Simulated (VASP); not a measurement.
# Ba (Im-3m) in VASP: a series of runs, part 2 of 2

VASP 6.6.1.

**3. Single point, PBEsol**

This run uses another cell than the first one, of 57.84 Å³/atom.

Input file INCAR:

```
SYSTEM = Ba
PREC = Accurate
ENCUT = 500
EDIFF = 1E-6
ISMEAR = 0
SIGMA = 0.1
LREAL = .FALSE.
LASPH = .TRUE.
NELM = 120
ALGO = Normal
ISIF = 2
LWAVE = .FALSE.
LCHARG = .FALSE.
GGA = PS
NBANDS = 11
GGA_COMPAT = .FALSE.
```

Input file KPOINTS:

```
Automatic mesh
0
G
  12 12 12
  0 0 0
```

Input file POSCAR:

```
Ba
1.0
   -2.4361966449      2.4361966449      2.4361966449
    2.4361966449     -2.4361966449      2.4361966449
    2.4361966449      2.4361966449     -2.4361966449
Ba
1
Direct
    0.0000000000      0.0000000000      0.0000000000
```

Potentials or basis: VASP PAW PBE potentials, release 64 (Ba_sv).

Launch:

```console
$ cat potpaw_PBE.64/Ba_sv/POTCAR > POTCAR
$ mpirun -np 1 vasp_std > vasp.out
```

OUTCAR:

```text
SYSTEM = Ba
   PREC = Accurate
   ENCUT = 500
   EDIFF = 1E-6
   ISMEAR = 0
   LREAL = .FALSE.
   LASPH = .TRUE.
   NELM = 120
   ISIF = 2
   GGA = PS

 ion  position               nearest neighbor table
   1  0.000  0.000  0.000-

  LATTYP: Found a body centered cubic cell.
 ALAT       =     4.8723932898

  Lattice vectors:

 A1 = (  -2.4361966449,   2.4361966449,   2.4361966449)
 A2 = (   2.4361966449,  -2.4361966449,   2.4361966449)
 A3 = (   2.4361966449,   2.4361966449,  -2.4361966449)

Analysis of symmetry for initial positions (statically):
=====================================================================
 Subroutine PRICEL returns:
 Original cell was already a primitive cell.

 Routine SETGRP: Setting up the symmetry group for a
 body centered cubic supercell.

 Subroutine GETGRP returns: Found 48 space group operations
 (whereof 48 operations were pure point group operations)
 out of a pool of 48 trial point group operations.

The static configuration has the point symmetry O_h .

Analysis of symmetry for dynamics (positions and initial velocities):
=====================================================================
 Subroutine PRICEL returns:
 Original cell was already a primitive cell.

 Routine SETGRP: Setting up the symmetry group for a
 body centered cubic supercell.

 Subroutine GETGRP returns: Found 48 space group operations
 (whereof 48 operations were pure point group operations)
 out of a pool of 48 trial point group operations.

The dynamic configuration has the point symmetry O_h .

 Subroutine INISYM returns: Found 48 space group operations
 (whereof 48 operations are pure point group operations),
 and found     1 'primitive' translations

----------------------------------------------------------------------------------------

                                     Primitive cell

  volume of cell :      57.8358

  direct lattice vectors                    reciprocal lattice vectors
    -2.436196645  2.436196645  2.436196645     0.000000000  0.205237948  0.205237948
     2.436196645 -2.436196645  2.436196645     0.205237948  0.000000000  0.205237948
     2.436196645  2.436196645 -2.436196645     0.205237948  0.205237948  0.000000000

  length of vectors
     4.219616366  4.219616366  4.219616366     0.290250289  0.290250289  0.290250289

  position of ions in fractional coordinates (direct lattice)
     0.000000000  0.000000000  0.000000000

  ion indices of the primitive-cell ions
   primitive index   ion index
                 1           1

----------------------------------------------------------------------------------------

 KPOINTS: Automatic mesh

Automatic generation of k-mesh.
 Grid dimensions read from file:
 generate k-points for:   12   12   12

 Generating k-lattice:

  Cartesian coordinates                     Fractional coordinates (reciprocal lattice)
     0.000000000  0.017103162  0.017103162     0.083333333  0.000000000  0.000000000
     0.017103162  0.000000000  0.017103162     0.000000000  0.083333333  0.000000000
     0.017103162  0.017103162  0.000000000     0.000000000  0.000000000  0.083333333

  Length of vectors
     0.024187524  0.024187524  0.024187524

  Shift w.r.t. Gamma in fractional coordinates (k-lattice)
     0.000000000  0.000000000  0.000000000

 Subroutine IBZKPT returns following result:
 ===========================================

 Found     72 irreducible k-points:

 Following reciprocal coordinates:
            Coordinates               Weight
  0.000000  0.000000  0.000000      1.000000
  0.083333  0.000000  0.000000     12.000000
  0.166667  0.000000  0.000000     12.000000
  0.250000  0.000000  0.000000     12.000000
  0.333333  0.000000  0.000000     12.000000
  0.416667  0.000000  0.000000     12.000000
[... 16 lines left out ...]
  0.333333  0.083333  0.083333     24.000000
  0.416667  0.083333  0.083333     12.000000
 [... further k-points ...]
   k-points           NKPTS =     72   k-points in BZ     NKDIM =     72   number of bands    NBANDS=     11
   number of dos      NEDOS =    301   number of ions     NIONS =      1
   total plane-waves  NPLWV =  32768
   dimension x,y,z NGX =    32 NGY =   32 NGZ =   32
   dimension x,y,z NGXF=    64 NGYF=   64 NGZF=   64
   ions per type =               1
   NGX,Y,Z   is equivalent  to a cutoff of  12.61, 12.61, 12.61 a.u.
   NGXF,Y,Z  is equivalent  to a cutoff of  25.21, 25.21, 25.21 a.u.
 SYSTEM =  Ba
   PREC   = accura    normal or accurate (medium, high low for compatibility)
   ISTART =      0    job   : 0-new  1-cont  2-samecut
   ICHARG =      2    charge: 1-file 2-atom 10-const
   ISPIN  =      1    spin polarized calculation?
   LNONCOLLINEAR =      F non collinear calculations
   LSORBIT =      F    spin-orbit coupling
   LASPH  =      T    aspherical Exc in radial PAW
   ENCUT  =  500.0 eV  36.75 Ry    6.06 a.u.   7.69  7.69  7.69*2*pi/ulx,y,z
   NELM   =    120;   NELMIN=  2; NELMDL= -5     # of ELM steps
   EDIFF  = 0.1E-05   stopping-criterion for ELM
   LREAL  =      F    real-space projection
   EDIFFG = 0.1E-04   stopping-criterion for IOM
   NSW    =      0    number of steps for IOM
   IBRION =     -1    ionic relax: 0-MD 1-quasi-New 2-CG
   NFREE  =      0    steps in history (QN), initial steepest desc. (CG)
   ISIF   =      2    stress and relaxation
   ISYM   =      2    0-nonsym 1-usesym 2-fastsym
   POTIM  = 0.5000    time-step for ionic-motion
   TEBEG  =    0.0;   TEEND  =   0.0 temperature during run
   PSTRESS=    0.0 pullay stress
   NELECT =      10.0000    total number of electrons
   NUPDOWN=      -1.0000    fix difference up-down
   EMIN   =  10.00;   EMAX   =-10.00  energy-range for DOS
   EFERMI =   0.00;   METHOD = LEGACY
   ISMEAR =     0;   SIGMA  =   0.10  broadening in eV -4-tet -1-fermi 0-gaus
   EFERMI_NEDOS =   21; number of points for ismear=-14 and -15
   IALGO  =     38    algorithm
   IMIX   =      4    mixing-type and parameters
     AMIX     =   0.40;   BMIX     =  1.00
     AMIX_MAG =   1.60;   BMIX_MAG =  1.00
  volume/ion in A,a.u.               =      57.84       390.30
  Fermi-wavevector in a.u.,A,eV,Ry     =   0.912030  1.723487 11.317311  0.831799
  Thomas-Fermi vector in A             =   2.036378
   LORBIT       =      0    0 simple, 1 ext, 2 COOP (PROOUT), +10 PAW based schemes
   GGA     = PS    functional components
   LHFCALC =     F    Hartree Fock is set to
   AEXX    =    0.0000 exact exchange contribution
   IVDW    =     0    specifies the selected vdW correction
   LEPSILON=     F    determine dielectric tensor
   LRPA    =     F    only Hartree local field effects (RPA)
 non-spin polarized calculation
 Gauss-broadening in eV      SIGMA  =   0.10
  energy-cutoff  :      500.00
  volume of cell :       57.84
 maximum number of plane-waves:      1508
   NGX = 15   NGY = 15   NGZ = 15

 number of electron      10.0000001 magnetization

 Free energy of the ion-electron system (eV)
  ---------------------------------------------------
  ext. energy  EPLUGINS =         0.00000000
  ---------------------------------------------------
  free energy    TOTEN  =        -2.15169667 eV

  energy without entropy =       -2.14531232  energy(sigma->0) =       -2.14850449

 E-fermi :   1.8213     XC(G=0):  -7.7899

 val. band max:        1.7946276981   @ k =  -0.3333   0.5000   0.1667
 cond. band min:       1.8361798863   @ k =  -0.3333   0.4167   0.2500
 fundamental gap:      0.0415521882
 Fermi energy:         1.8213317808

 k-point     1 :       0.0000    0.0000    0.0000
  band No.  band energies     occupation
      1     -26.8943      2.00000
      2     -11.7683      2.00000
      3     -11.7683      2.00000
      4     -11.7683      2.00000
      5      -0.9821      2.00000
      6       3.7296      0.00000
      7       3.7296      0.00000
      8       3.7296      0.00000
      9       5.2856      0.00000
     10       5.2856      0.00000
     11       9.0121      0.00000

 k-point     2 :       0.0833    0.0000    0.0000
  band No.  band energies     occupation
      1     -26.8901      2.00000
      2     -11.8130      2.00000
      3     -11.7817      2.00000
      4     -11.7686      2.00000
      5      -0.8371      2.00000
      6       3.6106      0.00000
      7       3.6681      0.00000
      8       3.8773      0.00000
      9       5.0871      0.00000
     10       5.2732      0.00000
     11       9.1813      0.00000
[... 295 lines left out ...]
 k-point    24 :       0.4167    0.0833    0.0833
  band No.  band energies     occupation
      1     -26.8297      2.00000
      2     -12.3390      2.00000
      3     -11.9914      2.00000
      4     -11.8147      2.00000
      5       1.1638      2.00000
      6       2.4053      0.00000
      7       3.1558      0.00000
      8       5.4161      0.00000
      9       5.9380      0.00000
     10       7.8314      0.00000
     11       8.0544      0.00000

 [... further k-points ...]
[... 5 lines left out ...]
  --------------------------------------------------------------------------------------
  -------------------------------------------------------------------------------------
  Total        0.0381711      0.0381711      0.0381711      0.0000000      0.0000000      0.0000000
  in kB        1.0574211      1.0574211      1.0574211      0.0000000      0.0000000      0.0000000
  external PRESSURE =       1.0574211 kB  Pullay stress =       0.0000000 kB

 VOLUME and BASIS-vectors are now :
 -----------------------------------------------------------------------------
  energy-cutoff  :      500.00
  volume of cell :       57.84
      direct lattice vectors                 reciprocal lattice vectors
    -2.436196645  2.436196645  2.436196645     0.000000000  0.205237948  0.205237948
     2.436196645 -2.436196645  2.436196645     0.205237948  0.000000000  0.205237948
     2.436196645  2.436196645 -2.436196645     0.205237948  0.205237948  0.000000000

 POSITION                                       TOTAL-FORCE (eV/Angst)
 -----------------------------------------------------------------------------------
      0.00000      0.00000      0.00000         0.000000      0.000000      0.000000
 -----------------------------------------------------------------------------------
    total drift:                                0.000000      0.000000     -0.000000

  FREE ENERGIE OF THE ION-ELECTRON SYSTEM (eV)
  ---------------------------------------------------
  free  energy   TOTEN  =        -2.1516966683 eV

  energy  without entropy=       -2.1453123195  energy(sigma->0) =       -2.14850449
```

OSZICAR:

```text
N       E                     dE             d eps       ncg     rms          rms(c)
DAV:   1     0.508860799064E+02    0.50886E+02   -0.42425E+03  1584   0.737E+02
DAV:   2     0.207311761969E+00   -0.50679E+02   -0.49302E+02  1910   0.136E+02
DAV:   3    -0.209005428601E+01   -0.22974E+01   -0.22791E+01  2075   0.292E+01
DAV:   4    -0.215378010751E+01   -0.63726E-01   -0.63652E-01  1975   0.446E+00
DAV:   5    -0.215508726206E+01   -0.13072E-02   -0.13071E-02  2236   0.563E-01    0.178E+00
DAV:   6    -0.215279935776E+01    0.22879E-02   -0.39333E-03  2059   0.553E-01    0.104E+00
DAV:   7    -0.215159677618E+01    0.12026E-02   -0.65118E-03  2179   0.731E-01    0.472E-02
DAV:   8    -0.215169292420E+01   -0.96148E-04   -0.17766E-04  2054   0.844E-02    0.139E-02
DAV:   9    -0.215169690252E+01   -0.39783E-05   -0.52564E-06  1973   0.171E-02    0.231E-03
DAV:  10    -0.215169666829E+01    0.23423E-06   -0.14674E-07  1222   0.250E-03
   1 F= -.21516967E+01 E0= -.21485045E+01  d E =-.638435E-02
```

stdout:

```text
POSCAR found type information on POSCAR Ba
 POSCAR found :  1 types and       1 ions
 scaLAPACK will be used
 -----------------------------------------------------------------------------
|                                                                             |
|                                                                             |
|     You enforced a specific xc type in the INCAR file but a different       |
|     I HOPE YOU KNOW WHAT YOU ARE DOING!                                     |
|                                                                             |
 -----------------------------------------------------------------------------

 LDA part: xc-table for (Slater+PW92), standard interpolation
 POSCAR, INCAR and KPOINTS ok, starting setup
 FFT: planning ... GRIDC
 FFT: planning ... GRID_SOFT
 FFT: planning ... GRID
 WAVECAR not read
 entering main loop
```

It took 41 s on 1 thread of AMD EPYC 7R13, shared host; peak memory 0.16 GiB.

What came out:

```yaml
Free_energy: -2.1517 eV
Pressure: 0.1 GPa
Band_gap_on_the_k_mesh: zero (bands 5 and 6 overlap by 1.26 eV)
```

Levels at points of the mesh, in eV from the Fermi level:
```
           k point  band 1  band 2  band 3  band 4  band 5  band 6  band 7  band 8  band 9  band 10
(0.00, 0.00, 0.00)  -28.72  -13.59  -13.59  -13.59   -2.80    1.91    1.91    1.91    3.46     3.46
(0.50, 0.00, 0.00)  -28.65  -14.20  -13.78  -13.60   -0.96    0.66    1.54    3.45    4.09     5.72
(0.50, 0.50, 0.50)  -28.61  -14.01  -14.01  -14.01   -0.66   -0.66    4.78    4.78    4.78     5.15
```

Caveat: the PAW data sets were made with another functional, which shifts forces and pressure a little; spin-orbit coupling is left out, which moves the levels of the heavy elements.
